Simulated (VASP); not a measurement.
# CaI (P-6m2) in VASP: further runs

The runs below take CaI through single point, with PBEsol.

All numbers are computed with VASP 6.6.1; they aren't measurements. Logs are shortened: lines on timing, memory, paths and dates and some standing lists are left out, and cuts for length are marked.

## 1. The cell of the first run

Symmetry: P-6m2, No. 187, hexagonal system. The conventional cell has a = 3.959 Å, b = 3.959 Å, c = 4.362 Å, α = 90.00°, β = 90.00°, γ = 120.00°. I (site symmetry -6m2) has 6 Ca at 3.16 Å and 6 I at 3.96 Å within 4.2 Å. Within 4.2 Å of Ca (site symmetry -6m2) lie 6 I at 3.16 Å and 6 Ca at 3.96 Å.

## 2. Single point, PBEsol

File INCAR:

```
PREC = Accurate
ENCUT = 520
EDIFF = 1E-6
ISMEAR = -1
SIGMA = 0.05
LREAL = F
LASPH = T
NELM = 100
ALGO = Normal
ISIF = 2
LWAVE = F
LCHARG = T
GGA = PS
LELF = T
LVHAR = T
NBANDS = 16
```

File KPOINTS:

```
Automatic mesh
0
Gamma
  7 7 6
```

File POSCAR:

```
CaI
1.0
    3.9594162197      0.0000000000      0.0000000000
   -1.9797081099      3.4289550304      0.0000000000
    0.0000000000      0.0000000000      4.3624169298
I Ca
1 1
Direct
    0.6666666667      0.3333333333      0.0000000000
    0.0000000000      0.0000000000      0.5000000000
```

Potentials or basis: VASP PAW PBE potentials, release 64 (I, Ca_sv).

Started as:

```bash
$ cat potpaw_PBE.64/I/POTCAR potpaw_PBE.64/Ca_sv/POTCAR > POTCAR
$ mpirun -np 1 vasp_std > vasp.out
```

OUTCAR:

```text
PREC = Accurate
   ENCUT = 520
   EDIFF = 1E-6
   ISMEAR = -1
   LREAL = F
   LASPH = T
   NELM = 100
   ISIF = 2
   GGA = PS

 ion  position               nearest neighbor table
   1  0.667  0.333  0.000-   2 3.16   2 3.16   2 3.16   2 3.16   2 3.16   2 3.16
   2  0.000  0.000  0.500-   1 3.16   1 3.16   1 3.16   1 3.16   1 3.16   1 3.16

  LATTYP: Found a hexagonal cell.
 ALAT       =     3.9594162197
 C/A-ratio  =     1.1017828608

  Lattice vectors:

 A1 = (   3.9594162197,   0.0000000000,   0.0000000000)
 A2 = (  -1.9797081099,   3.4289550304,   0.0000000000)
 A3 = (   0.0000000000,   0.0000000000,   4.3624169298)

Analysis of symmetry for initial positions (statically):
=====================================================================
 Subroutine PRICEL returns:
 Original cell was already a primitive cell.

 Routine SETGRP: Setting up the symmetry group for a
 hexagonal supercell.

 Subroutine GETGRP returns: Found 12 space group operations
 (whereof 12 operations were pure point group operations)
 out of a pool of 24 trial point group operations.

The static configuration has the point symmetry D_3h.

Analysis of symmetry for dynamics (positions and initial velocities):
=====================================================================
 Subroutine PRICEL returns:
 Original cell was already a primitive cell.

 Routine SETGRP: Setting up the symmetry group for a
 hexagonal supercell.

 Subroutine GETGRP returns: Found 12 space group operations
 (whereof 12 operations were pure point group operations)
 out of a pool of 24 trial point group operations.

The dynamic configuration has the point symmetry D_3h.

 Subroutine INISYM returns: Found 12 space group operations
 (whereof 12 operations are pure point group operations),
 and found     1 'primitive' translations

----------------------------------------------------------------------------------------

                                     Primitive cell

  volume of cell :      59.2271

  direct lattice vectors                    reciprocal lattice vectors
     3.959416220  0.000000000  0.000000000     0.252562485  0.145817019  0.000000000
    -1.979708110  3.428955030  0.000000000     0.000000000  0.291634038  0.000000000
     0.000000000  0.000000000  4.362416930     0.000000000  0.000000000  0.229230726

  length of vectors
     3.959416220  3.959416220  4.362416930     0.291634038  0.291634038  0.229230726

  position of ions in fractional coordinates (direct lattice)
     0.666666667  0.333333333  0.000000000
     0.000000000  0.000000000  0.500000000

  ion indices of the primitive-cell ions
   primitive index   ion index
                 1           1
                 2           2

----------------------------------------------------------------------------------------

 KPOINTS: Automatic mesh

Automatic generation of k-mesh.
 Grid dimensions read from file:
 generate k-points for:    7    7    6

 Generating k-lattice:

  Cartesian coordinates                     Fractional coordinates (reciprocal lattice)
     0.036080355  0.020831003  0.000000000     0.142857143  0.000000000  0.000000000
     0.000000000  0.041662005  0.000000000     0.000000000  0.142857143  0.000000000
     0.000000000  0.000000000  0.038205121     0.000000000  0.000000000  0.166666667

  Length of vectors
     0.041662005  0.041662005  0.038205121

  Shift w.r.t. Gamma in fractional coordinates (k-lattice)
     0.000000000  0.000000000  0.000000000

 Subroutine IBZKPT returns following result:
 ===========================================

 Found     32 irreducible k-points:

 Following reciprocal coordinates:
            Coordinates               Weight
  0.000000  0.000000  0.000000      1.000000
  0.142857  0.000000  0.000000      6.000000
  0.285714 -0.000000  0.000000      6.000000
  0.428571  0.000000  0.000000      6.000000
  0.142857  0.142857  0.000000      6.000000
  0.285714  0.142857  0.000000     12.000000
[... 16 lines left out ...]
  0.428571  0.142857  0.333333     12.000000
  0.285714  0.285714  0.333333     12.000000
 [... further k-points ...]
   k-points           NKPTS =     32   k-points in BZ     NKDIM =     32   number of bands    NBANDS=     16
   number of dos      NEDOS =    301   number of ions     NIONS =      2
   total plane-waves  NPLWV =  28800
   dimension x,y,z NGX =    30 NGY =   30 NGZ =   32
   dimension x,y,z NGXF=    60 NGYF=   60 NGZF=   64
   ions per type =               1   1
   NGX,Y,Z   is equivalent  to a cutoff of  12.60, 12.60, 12.19 a.u.
   NGXF,Y,Z  is equivalent  to a cutoff of  25.19, 25.19, 24.39 a.u.
 SYSTEM =  unknown system
   PREC   = accura    normal or accurate (medium, high low for compatibility)
   ISTART =      0    job   : 0-new  1-cont  2-samecut
   ICHARG =      2    charge: 1-file 2-atom 10-const
   ISPIN  =      1    spin polarized calculation?
   LNONCOLLINEAR =      F non collinear calculations
   LSORBIT =      F    spin-orbit coupling
   LASPH  =      T    aspherical Exc in radial PAW
   ENCUT  =  520.0 eV  38.22 Ry    6.18 a.u.   7.36  7.36  8.11*2*pi/ulx,y,z
   NELM   =    100;   NELMIN=  2; NELMDL= -5     # of ELM steps
   EDIFF  = 0.1E-05   stopping-criterion for ELM
   LREAL  =      F    real-space projection
   EDIFFG = 0.1E-04   stopping-criterion for IOM
   NSW    =      0    number of steps for IOM
   IBRION =     -1    ionic relax: 0-MD 1-quasi-New 2-CG
   NFREE  =      0    steps in history (QN), initial steepest desc. (CG)
   ISIF   =      2    stress and relaxation
   ISYM   =      2    0-nonsym 1-usesym 2-fastsym
   POTIM  = 0.5000    time-step for ionic-motion
   TEBEG  =    0.0;   TEEND  =   0.0 temperature during run
   PSTRESS=    0.0 pullay stress
   NELECT =      17.0000    total number of electrons
   NUPDOWN=      -1.0000    fix difference up-down
   EMIN   =  10.00;   EMAX   =-10.00  energy-range for DOS
   EFERMI =   0.00;   METHOD = LEGACY
   ISMEAR =    -1;   SIGMA  =   0.05  broadening in eV -4-tet -1-fermi 0-gaus
   EFERMI_NEDOS =   21; number of points for ismear=-14 and -15
   IALGO  =     38    algorithm
   IMIX   =      4    mixing-type and parameters
     AMIX     =   0.40;   BMIX     =  1.00
     AMIX_MAG =   1.60;   BMIX_MAG =  1.00
  volume/ion in A,a.u.               =      29.61       199.84
  Fermi-wavevector in a.u.,A,eV,Ry     =   1.079902  2.040719 15.866962  1.166189
  Thomas-Fermi vector in A             =   2.215879
   LORBIT       =      0    0 simple, 1 ext, 2 COOP (PROOUT), +10 PAW based schemes
   GGA     = PS    functional components
   LHFCALC =     F    Hartree Fock is set to
   AEXX    =    0.0000 exact exchange contribution
   IVDW    =     0    specifies the selected vdW correction
   LEPSILON=     F    determine dielectric tensor
   LRPA    =     F    only Hartree local field effects (RPA)
 non-spin polarized calculation
  energy-cutoff  :      520.00
  volume of cell :       59.23
 maximum number of plane-waves:      1636
 NGX is ok and might be reduce to    30
   NGX = 15   NGY = 15   NGZ = 17

 number of electron      17.0000002 magnetization

 Free energy of the ion-electron system (eV)
  ---------------------------------------------------
  ext. energy  EPLUGINS =         0.00000000
  ---------------------------------------------------
  free energy    TOTEN  =        -5.95388726 eV

  energy without entropy =       -5.93449609  energy(sigma->0) =       -5.94419168

 E-fermi :   6.5482     XC(G=0):  -9.4207

 val. band max:        6.5340996649   @ k =   0.1429   0.1429   0.1667
 cond. band min:       6.6166982743   @ k =   0.2857  -0.0000   0.3333
 fundamental gap:      0.0825986094
 Fermi energy:         6.5482151391

 k-point     1 :       0.0000    0.0000    0.0000
  band No.  band energies     occupation
      1     -35.1925      2.00000
      2     -16.3778      2.00000
      3     -16.2587      2.00000
      4     -16.2587      2.00000
      5      -8.9886      2.00000
      6       1.6687      2.00000
[... 8 lines left out ...]
     15      11.8270      0.00000
     16      12.3030      0.00000

 k-point     2 :       0.1429    0.0000    0.0000
  band No.  band energies     occupation
      1     -35.1908      2.00000
      2     -16.3734      2.00000
      3     -16.2845      2.00000
      4     -16.2641      2.00000
      5      -8.8648      2.00000
      6       1.6838      2.00000
[... 8 lines left out ...]
     15      11.5212      0.00000
     16      12.9015      0.00000

 k-point     3 :       0.2857   -0.0000    0.0000
  band No.  band energies     occupation
      1     -35.1868      2.00000
      2     -16.3635      2.00000
      3     -16.3414      2.00000
      4     -16.2762      2.00000
      5      -8.5647      2.00000
      6       0.6738      2.00000
[... 8 lines left out ...]
     15      12.0183      0.00000
     16      12.8000      0.00000

 k-point     4 :       0.4286    0.0000    0.0000
  band No.  band energies     occupation
      1     -35.1836      2.00000
      2     -16.3860      2.00000
      3     -16.3555      2.00000
      4     -16.2859      2.00000
      5      -8.2957      2.00000
      6      -0.2377      2.00000
[... 8 lines left out ...]
     15      11.2815      0.00000
     16      12.8011      0.00000

 k-point     5 :       0.1429    0.1429    0.0000
  band No.  band energies     occupation
      1     -35.1879      2.00000
      2     -16.3662      2.00000
      3     -16.3222      2.00000
      4     -16.2764      2.00000
      5      -8.6518      2.00000
      6       1.1246      2.00000
[... 8 lines left out ...]
     15      11.7002      0.00000
     16      12.8784      0.00000

 k-point     6 :       0.2857    0.1429    0.0000
  band No.  band energies     occupation
      1     -35.1843      2.00000
      2     -16.3656      2.00000
      3     -16.3573      2.00000
      4     -16.2944      2.00000
      5      -8.3608      2.00000
      6       0.1825      2.00000
[... 8 lines left out ...]
     15      12.0358      0.00000
     16      12.5208      0.00000

 k-point     7 :       0.4286    0.1429    0.0000
  band No.  band energies     occupation
      1     -35.1827      2.00000
      2     -16.3844      2.00000
      3     -16.3533      2.00000
      4     -16.3027      2.00000
      5      -8.2198      2.00000
      6      -0.2050      2.00000
[... 8 lines left out ...]
     15      11.3205      0.00000
     16      12.5740      0.00000

 k-point     8 :       0.2857    0.2857    0.0000
  band No.  band energies     occupation
      1     -35.1824      2.00000
      2     -16.3683      2.00000
      3     -16.3524      2.00000
      4     -16.3257      2.00000
      5      -8.1883      2.00000
      6       0.1472      2.00000
[... 8 lines left out ...]
     15      12.0989      0.00000
     16      12.5054      0.00000

 k-point     9 :       0.0000    0.0000    0.1667
  band No.  band energies     occupation
      1     -35.1921      2.00000
      2     -16.3959      2.00000
      3     -16.2578      2.00000
      4     -16.2578      2.00000
      5      -8.9016      2.00000
      6       0.9274      2.00000
[... 8 lines left out ...]
     15      12.1323      0.00000
     16      12.4589      0.00000
[... 172 lines left out ...]
 k-point    19 :       0.2857   -0.0000    0.3333
  band No.  band energies     occupation
      1     -35.1856      2.00000
      2     -16.4043      2.00000
      3     -16.3306      2.00000
      4     -16.2724      2.00000
      5      -8.4244      2.00000
      6       0.4388      2.00000
[... 8 lines left out ...]
     15      11.6504      0.00000
     16      13.2651      0.00000

 k-point    20 :       0.4286    0.0000    0.3333
  band No.  band energies     occupation
      1     -35.1825      2.00000
      2     -16.3891      2.00000
      3     -16.3713      2.00000
      4     -16.2815      2.00000
      5      -8.2385      2.00000
      6       0.0976      2.00000
[... 8 lines left out ...]
     15      11.2144      0.00000
     16      12.3183      0.00000

 k-point    21 :       0.1429    0.1429    0.3333
  band No.  band energies     occupation
      1     -35.1867      2.00000
      2     -16.4096      2.00000
      3     -16.3132      2.00000
      4     -16.2726      2.00000
      5      -8.4847      2.00000
      6       0.3487      2.00000
[... 8 lines left out ...]
     15      11.7214      0.00000
     16      12.3778      0.00000

 k-point    22 :       0.2857    0.1429    0.3333
  band No.  band energies     occupation
      1     -35.1832      2.00000
      2     -16.3924      2.00000
      3     -16.3526      2.00000
      4     -16.2894      2.00000
      5      -8.2825      2.00000
      6       0.4588      2.00000
[... 8 lines left out ...]
     15      11.5829      0.00000
     16      11.9762      0.00000

 k-point    23 :       0.4286    0.1429    0.3333
  band No.  band energies     occupation
      1     -35.1816      2.00000
      2     -16.3846      2.00000
      3     -16.3700      2.00000
      4     -16.2972      2.00000
      5      -8.1850      2.00000
      6       0.1215      2.00000
[... 8 lines left out ...]
     15      11.3047      0.00000
     16      11.7357      0.00000

 k-point    24 :       0.2857    0.2857    0.3333
  band No.  band energies     occupation
      1     -35.1813      2.00000
      2     -16.3826      2.00000
      3     -16.3546      2.00000
      4     -16.3190      2.00000
      5      -8.1616      2.00000
      6       0.4371      2.00000
[... 8 lines left out ...]
     15      11.4282      0.00000
     16      12.4304      0.00000

 [... further k-points ...]
[... 5 lines left out ...]
  --------------------------------------------------------------------------------------
  -------------------------------------------------------------------------------------
  Total        0.7725427      0.7725427      0.7788337     -0.0000000      0.0000000     -0.0000000
  in kB       20.8983961     20.8983961     21.0685758     -0.0000000      0.0000000     -0.0000000
  external PRESSURE =      20.9551227 kB  Pullay stress =       0.0000000 kB

 VOLUME and BASIS-vectors are now :
 -----------------------------------------------------------------------------
  energy-cutoff  :      520.00
  volume of cell :       59.23
      direct lattice vectors                 reciprocal lattice vectors
     3.959416220  0.000000000  0.000000000     0.252562485  0.145817019  0.000000000
    -1.979708110  3.428955030  0.000000000     0.000000000  0.291634038  0.000000000
     0.000000000  0.000000000  4.362416930     0.000000000  0.000000000  0.229230726

 POSITION                                       TOTAL-FORCE (eV/Angst)
 -----------------------------------------------------------------------------------
      1.97971      1.14299      0.00000        -0.000000      0.000000      0.000000
      0.00000      0.00000      2.18121         0.000000     -0.000000      0.000000
 -----------------------------------------------------------------------------------
    total drift:                               -0.000000      0.000000      0.000000

  FREE ENERGIE OF THE ION-ELECTRON SYSTEM (eV)
  ---------------------------------------------------
  free  energy   TOTEN  =        -5.9538872630 eV

  energy  without entropy=       -5.9344960886  energy(sigma->0) =       -5.94419168
```

It took 24 s on 1 thread of Intel Xeon Platinum 8488C (Sapphire Rapids), shared host; peak memory 0.19 GiB.

What came out:

- Free energy: -5.9539 eV
- Pressure: 2.1 GPa

Caveat: the PAW data sets were made with another functional, which shifts forces and pressure a little; spin-orbit coupling is left out, which moves the levels of the heavy elements; an odd number of electrons without spin polarisation forces a metal; a magnetic or distorted state may lie lower.

## 3. Single point, PBEsol

This run uses another cell than the first one, of 31.53 Å³/atom, 1.065 times its volume.

File INCAR:

```
  PREC = Accurate
  ENCUT = 520
  EDIFF = 1E-6
  ISMEAR = -1
  SIGMA = 0.05
  LREAL = False
  LASPH = True
  NELM = 80
  ALGO = Normal
  ISIF = 2
  LWAVE = False
  LCHARG = False
  GGA = PS
  NBANDS = 16
```

File KPOINTS:

```
regular mesh
0
Gamma
  7 7 6
```

File POSCAR:

```
CaI
1.0
    4.0353057557      0.0000000000      0.0000000000
   -2.0176528778      3.4946772965      0.0000000000
    0.0000000000      0.0000000000      4.4713523983
I Ca
1 1
Direct
    0.6666666667      0.3333333333      0.0000000000
    0.0000000000      0.0000000000      0.5000000000
```

Potentials or basis: VASP PAW PBE potentials, release 64 (I, Ca_sv).

Started as:

```bash
$ cat potpaw_PBE.64/I/POTCAR potpaw_PBE.64/Ca_sv/POTCAR > POTCAR
$ mpirun -np 1 vasp_std > vasp.out
```

Wall time 26 s (1 thread of Intel Xeon Platinum 8488C (Sapphire Rapids), shared host); peak memory 0.18 GiB.

The run converged. Its results:

| Quantity | Value |
| --- | --- |
| Free energy | -5.9789 eV |
| Pressure | 0.1 GPa |

Levels at points of the mesh, in eV from the Fermi level:
| k point | band 7 | band 8 | band 9 | band 10 | band 11 | band 12 |
| --- | --- | --- | --- | --- | --- | --- |
| (0.00, 0.00, 0.00) | -3.55 | -3.55 | -1.42 | 0.74 | 2.44 | 2.44 |
| (0.00, 0.00, 0.50) | -3.43 | -3.43 | 1.58 | 1.58 | 1.60 | 2.34 |

Caveat: the PAW data sets were made with another functional, which shifts forces and pressure a little; spin-orbit coupling is left out, which moves the levels of the heavy elements; an odd number of electrons without spin polarisation forces a metal; a magnetic or distorted state may lie lower.
